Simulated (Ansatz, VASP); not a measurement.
## Ge in VASP and in Ansatz

```
Ge
1.0
     1.68172    0.97094    8.12764
    -1.68172    0.97094    8.12764
     0.00000   -1.94188    8.12764
Ge
3
Cartesian
  0.0000 0.0000 0.0000
  0.0000 0.0000 5.4184
  0.0000 0.0000 18.9646
```

Alike in both runs: task single point; functional r2SCAN; k mesh 6 × 6 × 6; occupations gaussian, width 0.1 eV; no spin polarisation.

|  | VASP | Ansatz |
| --- | --- | --- |
| version | VASP 6.6.1 | Ansatz 0.2.0 |
| potentials or method | VASP PAW PBE potentials, release 64 (Ge_d), cutoff 520 eV | scalar-relativistic, plane waves, PAW |
| valence electrons in the cell | 42 | 42 |

Ansatz gave:

| Property | Result |
| --- | --- |
| gap on the k mesh at the Fermi level (eV) | none |
| pressure (GPa) | -10.6 |
| rms of the force components (eV/Å) | 0.137 |

**Question.** Which values does VASP return?

**Answer.** gap on the k mesh at the Fermi level (eV): none; pressure (GPa): -10.8; rms of the force components (eV/Å): 0.135.

VASP's potentials were made for PBE, not for r2SCAN. Atom by atom the forces differ by 0.002 eV/Å (rms over components). A gap of «none» marks a metal or a gap that the smearing closes.

The k mesh is coarse, so the values compare programs but aren't converged.
